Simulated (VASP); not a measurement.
# Al2Cu in VASP: a series of runs

The runs below take Al2Cu through relaxation of cell and atoms, single point, with r2SCAN.

Everything below comes from runs of VASP 6.6.1. Logs are shortened: lines on timing, memory, paths and dates and some standing lists are left out, and cuts for length are marked.

**1. The cell of the first run**

It takes space group Fm-3m (No. 225, cubic). The conventional cell has a = 5.418 Å, b = 5.418 Å, c = 5.418 Å, α = 90.00°, β = 90.00°, γ = 90.00°. Within 3.1 Å of Al (site symmetry -43m) lie 4 Cu at 2.35 Å and 6 Al at 2.71 Å. Cu (site symmetry m-3m) has 8 Al at 2.35 Å within 3.1 Å.

**2. Relaxation of cell and atoms, r2SCAN, target pressure 25 GPa, at which the enthalpy is minimised**

File POSCAR:

```
Al2Cu
1.0
   -1.9154638230      1.9154638230      2.7088750757
    1.9154638230     -1.9154638230      2.7088750757
    1.9154638230      1.9154638230     -2.7088750757
Al Cu
2 1
Direct
    0.7500000000      0.2500000000      0.5000000000
    0.2500000000      0.7500000000      0.5000000000
    0.5000000000      0.5000000000      0.0000000000
```

File INCAR.step1:

```
PREC = Accurate
ENCUT = 600
ISMEAR = 0
SIGMA = 0.1
LREAL = False
LASPH = True
NELM = 100
GGA = PE
ALGO = Normal
EDIFF = 1E-4
LWAVE = True
LCHARG = False
```

File INCAR.step2:

```
PREC = Accurate
ENCUT = 600
EDIFF = 1E-7
ISMEAR = 0
SIGMA = 0.1
LREAL = False
LASPH = True
NELM = 100
ALGO = Normal
ISIF = 3
LWAVE = False
LCHARG = False
METAGGA = R2SCAN
LMIXTAU = True
IBRION = 2
NSW = 70
EDIFFG = -0.008
PSTRESS = 250.0
ISTART = 1
```

File KPOINTS:

```
Automatic mesh
0
Gamma
  16 16 16
```

Potentials or basis: VASP PAW PBE potentials, release 64 (Al, Cu).

Run with:

```console
$ cat potpaw_PBE.64/Al/POTCAR potpaw_PBE.64/Cu/POTCAR > POTCAR
$ cp INCAR.step1 INCAR
$ mpirun -np 1 vasp_std > vasp.out
$ cp INCAR.step2 INCAR
$ mpirun -np 1 vasp_std > vasp.out
```

OUTCAR:

```text
PREC = Accurate
   ENCUT = 600
   EDIFF = 1E-7
   ISMEAR = 0
   LREAL = False
   LASPH = True
   NELM = 100
   ISIF = 3
   METAGGA = R2SCAN
   IBRION = 2
   NSW = 70
   EDIFFG = -0.008
   PSTRESS = 250.0
   ISTART = 1

 ion  position               nearest neighbor table
   1  0.750  0.250  0.500-   3 2.35   3 2.35   3 2.35   3 2.35   2 2.71   2 2.71   2 2.71   2 2.71
                             2 2.71   2 2.71
   2  0.250  0.750  0.500-   3 2.35   3 2.35   3 2.35   3 2.35   1 2.71   1 2.71   1 2.71   1 2.71
                             1 2.71   1 2.71
   3  0.500  0.500  0.000-   2 2.35   1 2.35   1 2.35   2 2.35   1 2.35   2 2.35   2 2.35   1 2.35

  LATTYP: Found a face centered cubic cell.
 ALAT       =     5.4177499924

  Lattice vectors:

 A1 = (   1.9154638230,  -1.9154638230,  -2.7088750757)
 A2 = (   1.9154638230,   1.9154638230,  -2.7088750757)
 A3 = (   3.8309276460,   0.0000000000,   0.0000000000)

Analysis of symmetry for initial positions (statically):
=====================================================================
 Subroutine PRICEL returns:
 Original cell was already a primitive cell.

 Routine SETGRP: Setting up the symmetry group for a
 face centered cubic supercell.

 Subroutine GETGRP returns: Found 48 space group operations
 (whereof 48 operations were pure point group operations)
 out of a pool of 48 trial point group operations.

The static configuration has the point symmetry O_h .

Analysis of symmetry for dynamics (positions and initial velocities):
=====================================================================
 Subroutine PRICEL returns:
 Original cell was already a primitive cell.

 Routine SETGRP: Setting up the symmetry group for a
 face centered cubic supercell.

 Subroutine GETGRP returns: Found 48 space group operations
 (whereof 48 operations were pure point group operations)
 out of a pool of 48 trial point group operations.

The dynamic configuration has the point symmetry O_h .

 Subroutine INISYM returns: Found 48 space group operations
 (whereof 48 operations are pure point group operations),
 and found     1 'primitive' translations

----------------------------------------------------------------------------------------

                                     Primitive cell

  volume of cell :      39.7555

  direct lattice vectors                    reciprocal lattice vectors
    -1.915463823  1.915463823  2.708875076     0.000000000  0.261033382  0.184578464
     1.915463823 -1.915463823  2.708875076     0.261033382  0.000000000  0.184578464
     1.915463823  1.915463823 -2.708875076     0.261033382  0.261033382  0.000000000

  length of vectors
     3.830927758  3.830927758  3.830927758     0.319699290  0.319699290  0.369156949

  position of ions in fractional coordinates (direct lattice)
     0.750000000  0.250000000  0.500000000
     0.250000000  0.750000000  0.500000000
     0.500000000  0.500000000  0.000000000

  ion indices of the primitive-cell ions
   primitive index   ion index
                 1           1
                 2           2
                 3           3

----------------------------------------------------------------------------------------

 KPOINTS: Automatic mesh

Automatic generation of k-mesh.
 Grid dimensions read from file:
 generate k-points for:   16   16   16

 Generating k-lattice:

  Cartesian coordinates                     Fractional coordinates (reciprocal lattice)
     0.000000000  0.016314586  0.011536154     0.062500000 -0.000000000  0.000000000
     0.016314586  0.000000000  0.011536154    -0.000000000  0.062500000  0.000000000
     0.016314586  0.016314586  0.000000000     0.000000000  0.000000000  0.062500000

  Length of vectors
     0.019981206  0.019981206  0.023072309

  Shift w.r.t. Gamma in fractional coordinates (k-lattice)
     0.000000000  0.000000000  0.000000000

 Subroutine IBZKPT returns following result:
 ===========================================

 Found    145 irreducible k-points:

 Following reciprocal coordinates:
            Coordinates               Weight
  0.000000  0.000000  0.000000      1.000000
  0.062500 -0.000000  0.000000      8.000000
  0.125000 -0.000000  0.000000      8.000000
  0.187500  0.000000  0.000000      8.000000
  0.250000 -0.000000  0.000000      8.000000
  0.312500 -0.000000  0.000000      8.000000
[... 16 lines left out ...]
 -0.125000  0.062500 -0.000000     24.000000
 -0.062500  0.062500  0.000000      6.000000
 [... further k-points ...]
   k-points           NKPTS =    145   k-points in BZ     NKDIM =    145   number of bands    NBANDS=     12
   number of dos      NEDOS =    301   number of ions     NIONS =      3
   total plane-waves  NPLWV =  32768
   dimension x,y,z NGX =    32 NGY =   32 NGZ =   32
   dimension x,y,z NGXF=    64 NGYF=   64 NGZF=   64
   ions per type =               2   1
   NGX,Y,Z   is equivalent  to a cutoff of  13.89, 13.89, 13.89 a.u.
   NGXF,Y,Z  is equivalent  to a cutoff of  27.77, 27.77, 27.77 a.u.
 SYSTEM =  unknown system
   PREC   = accura    normal or accurate (medium, high low for compatibility)
   ISTART =      1    job   : 0-new  1-cont  2-samecut
   ICHARG =      0    charge: 1-file 2-atom 10-const
   ISPIN  =      1    spin polarized calculation?
   LNONCOLLINEAR =      F non collinear calculations
   LSORBIT =      F    spin-orbit coupling
   LASPH  =      T    aspherical Exc in radial PAW
   ENCUT  =  600.0 eV  44.10 Ry    6.64 a.u.   7.65  7.65  7.65*2*pi/ulx,y,z
   NELM   =    100;   NELMIN=  2; NELMDL=  0     # of ELM steps
   EDIFF  = 0.1E-06   stopping-criterion for ELM
   LREAL  =      F    real-space projection
   EDIFFG = -.8E-02   stopping-criterion for IOM
   NSW    =     70    number of steps for IOM
   IBRION =      2    ionic relax: 0-MD 1-quasi-New 2-CG
   NFREE  =      1    steps in history (QN), initial steepest desc. (CG)
   ISIF   =      3    stress and relaxation
   ISYM   =      2    0-nonsym 1-usesym 2-fastsym
   POTIM  = 0.5000    time-step for ionic-motion
   TEBEG  =    0.0;   TEEND  =   0.0 temperature during run
   PSTRESS=  250.0 pullay stress
   NELECT =      17.0000    total number of electrons
   NUPDOWN=      -1.0000    fix difference up-down
   EMIN   =  10.00;   EMAX   =-10.00  energy-range for DOS
   EFERMI =   0.00;   METHOD = LEGACY
   ISMEAR =     0;   SIGMA  =   0.10  broadening in eV -4-tet -1-fermi 0-gaus
   EFERMI_NEDOS =   21; number of points for ismear=-14 and -15
   IALGO  =     38    algorithm
   IMIX   =      4    mixing-type and parameters
     AMIX     =   0.40;   BMIX     =  1.00
     AMIX_MAG =   1.60;   BMIX_MAG =  1.00
  volume/ion in A,a.u.               =      13.25        89.43
  Fermi-wavevector in a.u.,A,eV,Ry     =   1.233367  2.330725 20.697089  1.521193
  Thomas-Fermi vector in A             =   2.368100
   LORBIT       =      0    0 simple, 1 ext, 2 COOP (PROOUT), +10 PAW based schemes
   METAGGA = R2SCAN    functional components
   LHFCALC =     F    Hartree Fock is set to
   AEXX    =    0.0000 exact exchange contribution
   IVDW    =     0    specifies the selected vdW correction
   LEPSILON=     F    determine dielectric tensor
   LRPA    =     F    only Hartree local field effects (RPA)
 conjugate gradient relaxation of ions
 non-spin polarized calculation
 Gauss-broadening in eV      SIGMA  =   0.10
  energy-cutoff  :      600.00
  volume of cell :       39.76
 maximum number of plane-waves:      1363
   NGX = 15   NGY = 15   NGZ = 15

--------------------------------------- Ionic step        1  -------------------------------------------

 number of electron      17.0000010 magnetization

 Free energy of the ion-electron system (eV)
  ---------------------------------------------------
  ext. energy  EPLUGINS =         0.00000000
  ---------------------------------------------------
  free energy    TOTEN  =       -24.40414619 eV

  energy without entropy =      -24.40052707  energy(sigma->0) =      -24.40233663

------------------------ aborting loop because EDIFF is reached ----------------------------------------

  FORCE on cell =-STRESS in cart. coord.  units (eV):
  Direction    XX          YY          ZZ          XY          YZ          ZX
  --------------------------------------------------------------------------------------
  -------------------------------------------------------------------------------------
  Total        6.4411578      6.4411578      6.4411586      0.0000000     -0.0000000      0.0000000
  in kB      259.5838360    259.5838360    259.5838665      0.0000000     -0.0000000      0.0000000
  external PRESSURE =       9.5838462 kB  Pullay stress =     250.0000000 kB

 VOLUME and BASIS-vectors are now :
 -----------------------------------------------------------------------------
  energy-cutoff  :      600.00
  volume of cell :       39.76
      direct lattice vectors                 reciprocal lattice vectors
    -1.915463823  1.915463823  2.708875076     0.000000000  0.261033382  0.184578464
     1.915463823 -1.915463823  2.708875076     0.261033382  0.000000000  0.184578464
     1.915463823  1.915463823 -2.708875076     0.261033382  0.261033382  0.000000000
[... 48 lines left out ...]
  FREE ENERGIE OF THE ION-ELECTRON SYSTEM (eV)
  ---------------------------------------------------
  free  energy   TOTEN  =       -24.4750450800 eV

  energy  without entropy=      -24.4714244260  energy(sigma->0) =      -24.47323475

  enthalpy is  TOTEN    =       -18.2002545116 eV   P V=        6.2747905684

--------------------------------------- Ionic step        3  -------------------------------------------

 number of electron      17.0000011 magnetization

 Free energy of the ion-electron system (eV)
  ---------------------------------------------------
  ext. energy  EPLUGINS =         0.00000000
  ---------------------------------------------------
  free energy    TOTEN  =       -24.43501311 eV

  energy without entropy =      -24.43139321  energy(sigma->0) =      -24.43320316

 E-fermi :   8.8516     XC(G=0): -11.9922

 val. band max:        8.8306947372   @ k =  -0.3125   0.1250   0.0000
 cond. band min:       8.8582965999   @ k =   0.2500   0.1875   0.0625
 fundamental gap:      0.0276018628
 Fermi energy:         8.8516308434

 k-point     1 :       0.0000    0.0000    0.0000
  band No.  band energies     occupation
      1      -3.0813      2.00000
      2       3.3569      2.00000
      3       3.3569      2.00000
      4       3.3570      2.00000
      5       4.0135      2.00000
      6       4.0136      2.00000
      7      11.8994      0.00000
      8      11.8994      0.00000
      9      11.8995      0.00000
     10      12.5946      0.00000
     11      12.5946      0.00000
     12      12.5946      0.00000

 k-point     2 :       0.0625   -0.0000    0.0000
  band No.  band energies     occupation
      1      -3.0188      2.00000
      2       3.3401      2.00000
      3       3.3674      2.00000
      4       3.3675      2.00000
      5       4.0105      2.00000
      6       4.0106      2.00000
      7      10.8143      0.00000
      8      11.5568      0.00000
      9      11.5568      0.00000
     10      12.9987      0.00000
     11      12.9987      0.00000
     12      13.3306      0.00000
[... 316 lines left out ...]
 k-point    24 :      -0.0625    0.0625    0.0000
  band No.  band energies     occupation
      1      -2.9979      2.00000
      2       3.3361      2.00000
      3       3.3706      2.00000
      4       3.3707      2.00000
      5       3.9961      2.00000
      6       4.0224      2.00000
      7      10.9963      0.00000
      8      10.9963      0.00000
      9      11.6329      0.00000
     10      12.3688      0.00000
     11      13.6175      0.00000
     12      13.6175      0.00000

 [... further k-points ...]

------------------------ aborting loop because EDIFF is reached ----------------------------------------

  FORCE on cell =-STRESS in cart. coord.  units (eV):
  Direction    XX          YY          ZZ          XY          YZ          ZX
  --------------------------------------------------------------------------------------
  -------------------------------------------------------------------------------------
  Total        6.2206760      6.2206760      6.2206768      0.0000000      0.0000000      0.0000000
  in kB      249.4803860    249.4803860    249.4804179      0.0000000      0.0000000      0.0000000
  external PRESSURE =      -0.5196034 kB  Pullay stress =     250.0000000 kB

 VOLUME and BASIS-vectors are now :
 -----------------------------------------------------------------------------
  energy-cutoff  :      600.00
  volume of cell :       39.95
      direct lattice vectors                 reciprocal lattice vectors
    -1.918575582  1.918575582  2.713275781     0.000000000  0.260610009  0.184279093
     1.918575582 -1.918575582  2.713275781     0.260610009  0.000000000  0.184279093
     1.918575582  1.918575582 -2.713275781     0.260610009  0.260610009  0.000000000

 POSITION                                       TOTAL-FORCE (eV/Angst)
 -----------------------------------------------------------------------------------
     -0.00000      1.91858      1.35664        -0.000000      0.000000     -0.000000
      1.91858     -0.00000      1.35664         0.000000     -0.000000     -0.000000
      0.00000      0.00000      2.71328         0.000000      0.000000      0.000000
 -----------------------------------------------------------------------------------
    total drift:                               -0.000000     -0.000000     -0.000000

  FREE ENERGIE OF THE ION-ELECTRON SYSTEM (eV)
  ---------------------------------------------------
  free  energy   TOTEN  =       -24.4350131092 eV

  energy  without entropy=      -24.4313932105  energy(sigma->0) =      -24.43320316

  enthalpy is  TOTEN    =       -18.2013808046 eV   P V=        6.2336323046

 reached required accuracy - stopping structural energy minimisation
```

It took 5 min on 1 thread of Intel Xeon 6975P-C (Granite Rapids), shared host; peak memory 0.26 GiB.

Results:

| Item | Value |
| --- | --- |
| Free energy | -24.4350 eV |
| Relaxed volume | 13.32 Å³/atom |
| Relaxed cell | a = 3.837 Å, b = 3.837 Å, c = 3.837 Å, α = 120.00°, β = 120.00°, γ = 90.00° |
| Space group after relaxing (to 0.05 Å) | Fm-3m (No. 225) |
| Energy change on relaxing (the enthalpy is what falls) | -10.3 meV/atom |
| Ionic steps | 3 |
| Pressure after relaxing | 24.9 GPa |

Step by step:
| step | energy change (eV) | largest force (eV/Å) | pressure (GPa) | volume (Å³) |
| --- | --- | --- | --- | --- |
| 1 | 0.0000 | 0.0000 | 25.96 | 39.76 |
| 2 | -0.0709 | 0.0000 | 23.62 | 40.21 |
| 3 | -0.0309 | 0.0000 | 24.95 | 39.95 |

Final structure:
```
Al Cu
1.0
    -1.91858    1.91858    2.71328
     1.91858   -1.91858    2.71328
     1.91858    1.91858   -2.71328
Al Cu
2 1
Direct
  0.75000 0.25000 0.50000
  0.25000 0.75000 0.50000
  0.50000 0.50000 0.00000
```

Levels at points of the mesh, in eV from the Fermi level:
| k point | band 5 | band 6 | band 7 | band 8 | band 9 | band 10 | band 11 | band 12 |
| --- | --- | --- | --- | --- | --- | --- | --- | --- |
| (0.00, 0.00, 0.00) | -4.84 | -4.84 | 3.05 | 3.05 | 3.05 | 3.74 | 3.74 | 3.74 |
| (0.50, 0.00, 0.00) | -4.73 | -4.73 | -4.70 | 0.62 | 0.62 | 3.49 | 3.49 | 5.53 |
| (0.50, 0.50, 0.00) | -4.84 | -4.60 | -4.42 | -2.44 | -2.44 | 1.29 | 1.69 | 9.95 |

Caveat: the cell is relaxed towards a set pressure, so the enthalpy falls and the energy may rise; the PAW data sets were made with another functional, which shifts forces and pressure a little.

**3. Single point, r2SCAN**

This run uses another cell than the first one, of 15.71 Å³/atom, 1.186 times its volume.

File POSCAR:

```
Al2Cu
1.0
   -2.0273575169      2.0273575169      2.8669875142
    2.0273575169     -2.0273575169      2.8669875142
    2.0273575169      2.0273575169     -2.8669875142
Al Cu
2 1
Direct
    0.7500000000      0.2500000000      0.5000000000
    0.2500000000      0.7500000000      0.5000000000
    0.5000000000      0.5000000000      0.0000000000
```

File INCAR.step1:

```
PREC = Accurate
ENCUT = 520
ISMEAR = 0
SIGMA = 0.15
LREAL = F
LASPH = T
NELM = 80
NBANDS = 16
GGA = PE
ALGO = Normal
EDIFF = 1E-4
LWAVE = T
LCHARG = F
```

File INCAR.step2:

```
PREC = Accurate
ENCUT = 520
EDIFF = 1E-7
ISMEAR = 0
SIGMA = 0.15
LREAL = F
LASPH = T
NELM = 80
ALGO = Normal
ISIF = 2
LWAVE = F
LCHARG = T
METAGGA = R2SCAN
LMIXTAU = T
LELF = T
LVHAR = T
NBANDS = 16
ISTART = 1
```

File KPOINTS:

```
regular mesh
0
Gamma
  12 12 12
```

Potentials or basis: VASP PAW PBE potentials, release 64 (Al, Cu).

Run with:

```console
$ cat potpaw_PBE.64/Al/POTCAR potpaw_PBE.64/Cu/POTCAR > POTCAR
$ cp INCAR.step1 INCAR
$ mpirun -np 1 vasp_std > vasp.out
$ cp INCAR.step2 INCAR
$ mpirun -np 1 vasp_std > vasp.out
```

It took 13 min on 1 thread of AMD EPYC 7R43 (Zen 3), shared host; peak memory 0.22 GiB.

It converged, with:

```
Free energy : -24.9185 eV
Pressure    : -0.1 GPa
```

Levels at points of the mesh, in eV from the Fermi level:
| k point | band 7 | band 8 | band 9 | band 10 | band 11 | band 12 |
| --- | --- | --- | --- | --- | --- | --- |
| (0.00, 0.00, 0.00) | 3.06 | 3.06 | 3.06 | 3.15 | 3.15 | 3.15 |
| (0.50, 0.00, 0.00) | -4.09 | 0.64 | 0.64 | 3.15 | 3.15 | 4.31 |
| (0.50, 0.50, 0.00) | -3.89 | -2.11 | -2.11 | 0.60 | 1.80 | 9.50 |
| (0.50, 0.50, 0.50) | -3.89 | -2.11 | -2.11 | 0.60 | 1.80 | 9.50 |

Caveat: the PAW data sets were made with another functional, which shifts forces and pressure a little.
